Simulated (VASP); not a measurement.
Runs of VASP 6.6.1 on Re. The structure is that of space group Fm-3m (No. 225), or close to it. The cells are those of the table. This isn't the form of Re at room conditions, which is hcp.

```tsv
cell	gap on the mesh (eV)	pressure (GPa)
a = 2.789 Å, angles 60.0°, 1 atom	none	-14.4
a = 2.859 Å, angles 60.0°, 1 atom	none	-34.7
a = 2.638 Å, angles 60.0°, 1 atom	none	(a)
a = 2.753 Å, angles 60.0°, 1 atom	none	(b)
a = 2.825 Å, angles 60.0°, 1 atom	none	-25.7
```

Alike in all rows: task single point; level r2SCAN; potentials or basis VASP PAW PBE potentials, release 64 (Re); no spin polarisation; k mesh 16 × 16 × 16; cutoff (eV) 520; smearing fermi-dirac 0.1 eV.

**Question.** Fill in the values left out.

**Answer.** (a) 66.7; (b) -0.2.

Caveats: the PAW data sets were made with another functional, which shifts forces and pressure a little; spin-orbit coupling is left out, which moves the levels of the heavy elements; the cell stands under tension (at least some runs); the cell stands under pressure (at least some runs).

A k mesh can miss the band edges, and the runs leave out spin-orbit coupling on Re.

A gap of «none» marks levels without a gap at the run's occupations.
